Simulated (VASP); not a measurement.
# KF (R-3m) in VASP: notebook

The runs below take KF through single point, with LDA.

Program: VASP 6.6.1. These are calculated values, not measurements. Logs are shortened: lines on timing, memory, paths and dates and some standing lists are left out, and cuts for length are marked.

## 1. The cell of the first run

It takes space group R-3m (No. 166, trigonal). The conventional cell has a = 3.808 Å, b = 3.808 Å, c = 8.748 Å, α = 90.00°, β = 90.00°, γ = 120.00°. Within 3.5 Å of K (site symmetry -3m) lie 6 F at 2.64 Å. Within 3.5 Å of F (site symmetry -3m) lie 6 K at 2.64 Å.

## 2. Single point, LDA

Contents of INCAR:

```
SYSTEM = KF
PREC = Accurate
ENCUT = 520
EDIFF = 1E-6
ISMEAR = 0
SIGMA = 0.05
LREAL = .FALSE.
LASPH = .TRUE.
NELM = 60
ALGO = Normal
ISIF = 2
LWAVE = .FALSE.
LCHARG = .FALSE.
GGA = CA
NBANDS = 15
```

Contents of KPOINTS:

```
regular mesh
0
G
  8 8 8
  0 0 0
```

Contents of POSCAR:

```
KF
1.0
   -0.1114730038      2.5811116296      2.5811116296
    2.5811116296     -0.1114730038      2.5811116296
    2.5811116296      2.5811116296     -0.1114730038
K F
1 1
Direct
    0.0000000000      0.0000000000      0.0000000000
    0.5000000000      0.5000000000      0.5000000000
```

Potentials or basis: VASP PAW LDA potentials, release 64 (K_sv, F).

The run is started by

```bash
> cat potpaw_LDA.64/K_sv/POTCAR potpaw_LDA.64/F/POTCAR > POTCAR
> mpirun -np 1 vasp_std > vasp.out
```

OUTCAR:

```text
SYSTEM = KF
   PREC = Accurate
   ENCUT = 520
   EDIFF = 1E-6
   ISMEAR = 0
   LREAL = .FALSE.
   LASPH = .TRUE.
   NELM = 60
   ISIF = 2
   GGA = CA

 ion  position               nearest neighbor table
   1  0.000  0.000  0.000-   2 2.64   2 2.64   2 2.64   2 2.64   2 2.64   2 2.64
   2  0.500  0.500  0.500-   1 2.64   1 2.64   1 2.64   1 2.64   1 2.64   1 2.64

  LATTYP: Found a trigonal (rhomboedric) cell.
 ALAT       =     3.6519447859
 COS(alpha) =     0.4563863912

  Lattice vectors:

 A1 = (  -0.1114730038,   2.5811116296,   2.5811116296)
 A2 = (   2.5811116296,  -0.1114730038,   2.5811116296)
 A3 = (   2.5811116296,   2.5811116296,  -0.1114730038)

Analysis of symmetry for initial positions (statically):
=====================================================================
 Subroutine PRICEL returns:
 Original cell was already a primitive cell.

 Routine SETGRP: Setting up the symmetry group for a
 trigonal (rhombohedral) supercell.

 Subroutine GETGRP returns: Found 12 space group operations
 (whereof 12 operations were pure point group operations)
 out of a pool of 12 trial point group operations.

The static configuration has the point symmetry D_3d.

Analysis of symmetry for dynamics (positions and initial velocities):
=====================================================================
 Subroutine PRICEL returns:
 Original cell was already a primitive cell.

 Routine SETGRP: Setting up the symmetry group for a
 trigonal (rhombohedral) supercell.

 Subroutine GETGRP returns: Found 12 space group operations
 (whereof 12 operations were pure point group operations)
 out of a pool of 12 trial point group operations.

The dynamic configuration has the point symmetry D_3d.

 Subroutine INISYM returns: Found 12 space group operations
 (whereof 12 operations are pure point group operations),
 and found     1 'primitive' translations

----------------------------------------------------------------------------------------

                                     Primitive cell

  volume of cell :      36.6180

  direct lattice vectors                    reciprocal lattice vectors
    -0.111473004  2.581111630  2.581111630    -0.181596783  0.189793585  0.189793585
     2.581111630 -0.111473004  2.581111630     0.189793585 -0.181596783  0.189793585
     2.581111630  2.581111630 -0.111473004     0.189793585  0.189793585 -0.181596783

  length of vectors
     3.651944786  3.651944786  3.651944786     0.324068823  0.324068823  0.324068823

  position of ions in fractional coordinates (direct lattice)
     0.000000000  0.000000000  0.000000000
     0.500000000  0.500000000  0.500000000

  ion indices of the primitive-cell ions
[... 89 lines left out ...]
   EFERMI =   0.00;   METHOD = LEGACY
   ISMEAR =     0;   SIGMA  =   0.05  broadening in eV -4-tet -1-fermi 0-gaus
   EFERMI_NEDOS =   21; number of points for ismear=-14 and -15
   IALGO  =     38    algorithm
   IMIX   =      4    mixing-type and parameters
     AMIX     =   0.40;   BMIX     =  1.00
     AMIX_MAG =   1.60;   BMIX_MAG =  1.00
  volume/ion in A,a.u.               =      18.31       123.56
  Fermi-wavevector in a.u.,A,eV,Ry     =   1.242272  2.347553 20.997044  1.543239
  Thomas-Fermi vector in A             =   2.376633
   LORBIT       =      0    0 simple, 1 ext, 2 COOP (PROOUT), +10 PAW based schemes
   GGA     = CA    functional components
   LHFCALC =     F    Hartree Fock is set to
   AEXX    =    0.0000 exact exchange contribution
   IVDW    =     0    specifies the selected vdW correction
   LEPSILON=     F    determine dielectric tensor
   LRPA    =     F    only Hartree local field effects (RPA)
 non-spin polarized calculation
 Gauss-broadening in eV      SIGMA  =   0.05
  energy-cutoff  :      520.00
  volume of cell :       36.62
 maximum number of plane-waves:       998
   NGX = 13   NGY = 13   NGZ = 13

 number of electron      16.0000003 magnetization

 Free energy of the ion-electron system (eV)
  ---------------------------------------------------
  ext. energy  EPLUGINS =         0.00000000
  ---------------------------------------------------
  free energy    TOTEN  =        -9.05111449 eV

  energy without entropy =       -9.05111449  energy(sigma->0) =       -9.05111449

 E-fermi :  -2.8682     XC(G=0):  -9.3173

 val. band max:       -3.0675510616   @ k =   0.0000   0.0000   0.0000
 cond. band min:       2.8809158814   @ k =   0.0000   0.0000   0.0000
 fundamental gap:      5.9484669430
 Fermi energy:        -2.8681828915

 k-point     1 :       0.0000    0.0000    0.0000
  band No.  band energies     occupation
      1     -28.6596      2.00000
      2     -21.3487      2.00000
      3     -12.1076      2.00000
      4     -12.1076      2.00000
      5     -12.0683      2.00000
      6      -3.1242      2.00000
      7      -3.1242      2.00000
      8      -3.0676      2.00000
      9       2.8809      0.00000
     10       7.2475      0.00000
     11       7.2475      0.00000
     12       8.0033      0.00000
     13       9.3239      0.00000
     14       9.3239      0.00000
[... 401 lines left out ...]
      2     -21.4236      2.00000
      3     -12.3209      2.00000
      4     -12.2125      2.00000
      5     -12.1024      2.00000
      6      -3.7605      2.00000
      7      -3.4662      2.00000
      8      -3.2032      2.00000
      9       5.1246      0.00000
     10       6.5842      0.00000
     11       8.3046      0.00000
     12       8.9631      0.00000
     13      10.0823      0.00000
     14      10.5174      0.00000
     15      15.2591      0.00000

 [... further k-points ...]

------------------------ aborting loop because EDIFF is reached ----------------------------------------

  FORCE on cell =-STRESS in cart. coord.  units (eV):
  Direction    XX          YY          ZZ          XY          YZ          ZX
  --------------------------------------------------------------------------------------
  -------------------------------------------------------------------------------------
  Total       -0.5220271     -0.5220271     -0.5220271      0.1244714      0.1244714      0.1244714
  in kB      -22.8406809    -22.8406809    -22.8406809      5.4460997      5.4460997      5.4460997
  external PRESSURE =     -22.8406809 kB  Pullay stress =       0.0000000 kB

 VOLUME and BASIS-vectors are now :
 -----------------------------------------------------------------------------
  energy-cutoff  :      520.00
  volume of cell :       36.62
      direct lattice vectors                 reciprocal lattice vectors
    -0.111473004  2.581111630  2.581111630    -0.181596783  0.189793585  0.189793585
     2.581111630 -0.111473004  2.581111630     0.189793585 -0.181596783  0.189793585
     2.581111630  2.581111630 -0.111473004     0.189793585  0.189793585 -0.181596783

 POSITION                                       TOTAL-FORCE (eV/Angst)
 -----------------------------------------------------------------------------------
      0.00000      0.00000      0.00000        -0.000000      0.000000      0.000000
      2.52538      2.52538      2.52538         0.000000     -0.000000     -0.000000
 -----------------------------------------------------------------------------------
    total drift:                                0.000000      0.000000      0.000000

  FREE ENERGIE OF THE ION-ELECTRON SYSTEM (eV)
  ---------------------------------------------------
  free  energy   TOTEN  =        -9.0511144895 eV

  energy  without entropy=       -9.0511144895  energy(sigma->0) =       -9.05111449
```

OSZICAR:

```text
N       E                     dE             d eps       ncg     rms          rms(c)
DAV:   1     0.117702790575E+03    0.11770E+03   -0.82447E+03  1950   0.105E+03
DAV:   2    -0.521059086066E+01   -0.12291E+03   -0.11013E+03  2436   0.294E+02
DAV:   3    -0.101238919261E+02   -0.49133E+01   -0.48850E+01  2641   0.531E+01
DAV:   4    -0.102439333707E+02   -0.12004E+00   -0.12003E+00  2568   0.805E+00
DAV:   5    -0.102453900501E+02   -0.14567E-02   -0.14567E-02  2677   0.724E-01    0.614E+00
DAV:   6    -0.912990632626E+01    0.11155E+01   -0.31287E+00  2027   0.149E+01    0.429E+00
DAV:   7    -0.907857644608E+01    0.51330E-01   -0.79380E-02  2440   0.220E+00    0.255E+00
DAV:   8    -0.905102117804E+01    0.27555E-01   -0.47867E-02  2447   0.213E+00    0.212E-01
DAV:   9    -0.905098973764E+01    0.31440E-04   -0.30024E-03  2237   0.476E-01    0.985E-02
DAV:  10    -0.905111257970E+01   -0.12284E-03   -0.27139E-04  2538   0.174E-01    0.485E-02
DAV:  11    -0.905111441102E+01   -0.18313E-05   -0.43770E-05  2628   0.763E-02    0.140E-02
DAV:  12    -0.905111448954E+01   -0.78514E-07   -0.51276E-06  2363   0.257E-02
   1 F= -.90511145E+01 E0= -.90511145E+01  d E =-.695031E-11
```

stdout:

```text
POSCAR found type information on POSCAR K F
 POSCAR found :  2 types and       2 ions
 scaLAPACK will be used
 LDA part: xc-table for (Slater(with rela. corr.)+CA(PZ))
 , standard interpolation
 POSCAR, INCAR and KPOINTS ok, starting setup
 FFT: planning ... GRIDC
 FFT: planning ... GRID_SOFT
 FFT: planning ... GRID
 WAVECAR not read
 entering main loop
```

It took 37 s on 1 thread of Intel Xeon Platinum 8259CL at 2.50GHz (Skylake/Cascade Lake), shared host; peak memory 0.16 GiB.

Results:

```yaml
Free_energy: -9.0511 eV
Pressure: -2.3 GPa
Band_gap_on_the_k_mesh: 5.95 eV, direct
```

Stress tensor (GPa, compression positive):
```
-2.28  0.54  0.54
 0.54 -2.28  0.54
 0.54  0.54 -2.28
```

Levels at points of the mesh, in eV from the valence-band top:
```
           k point  band 6  band 7  band 8  band 9  band 10  band 11
(0.00, 0.00, 0.00)   -0.06   -0.06    0.00    5.95    10.32    10.32
(0.50, 0.00, 0.00)   -0.94   -0.46   -0.36    8.84    10.41    11.75
(0.50, 0.50, 0.00)   -0.24   -0.11   -0.06    7.87    10.26    11.68
(0.50, 0.50, 0.50)   -0.94   -0.52   -0.52    9.03    10.67    12.17
```

A k mesh can miss the band edges. As with any semilocal functional, this LDA gap is likely too small.

## 3. Single point, LDA

This run uses another cell than the first one, of 17.76 Å³/atom, 0.970 times its volume.

INCAR: that of step 2 with these lines changed.

```diff
@@ -8,3 +8,3 @@
 LASPH = .TRUE.
-NELM = 60
+NELM = 80
 ALGO = Normal
@@ -13,3 +13,2 @@
 LCHARG = .FALSE.
-GGA = CA
 NBANDS = 15
```

Contents of KPOINTS:

```
Automatic mesh
0
G
  8 8 8
  0 0 0
```

Contents of POSCAR:

```
KF
1.0
    0.1127093660      2.6665469635      2.6665469635
    2.6665469635      0.1127093660      2.6665469635
    2.6665469635      2.6665469635      0.1127093660
K F
1 1
Direct
    0.0000000000      0.0000000000      0.0000000000
    0.5000000000      0.5000000000      0.5000000000
```

Potentials or basis: VASP PAW LDA potentials, release 64 (K_sv, F).

The run is started by

```bash
> cat potpaw_LDA.64/K_sv/POTCAR potpaw_LDA.64/F/POTCAR > POTCAR
> mpirun -np 1 vasp_std > vasp.out
```

Run time: 32 s. Hardware: 1 thread of Intel Xeon Platinum 8375C at 2.90GHz (Ice Lake), shared host; peak memory 0.16 GiB.

The run converged. Its results:

```yaml
Free_energy: -9.0603 eV
Pressure: -1.2 GPa
Band_gap_on_the_k_mesh: 6.13 eV, direct
```

Stress tensor (GPa, compression positive):
```
-1.20 -0.69 -0.69
-0.69 -1.20 -0.69
-0.69 -0.69 -1.20
```

Levels at points of the mesh, in eV from the valence-band top:
```csv
k point,band 5,band 6,band 7,band 8,band 9,band 10,band 11,band 12
"(0.00, 0.00, 0.00)",-8.89,-0.07,0.00,0.00,6.13,10.21,10.87,10.87
"(0.50, 0.00, 0.00)",-8.95,-0.96,-0.54,-0.42,9.07,10.78,11.99,12.61
"(0.50, 0.50, 0.00)",-9.16,-0.21,-0.08,-0.04,7.90,10.45,11.95,13.86
"(0.50, 0.50, 0.50)",-8.92,-0.96,-0.36,-0.36,8.86,10.54,12.16,12.16
```

A k mesh can miss the band edges. LDA gaps usually lie below the measured ones, often by a third to a half.

(Continued in part 2 of 2.)
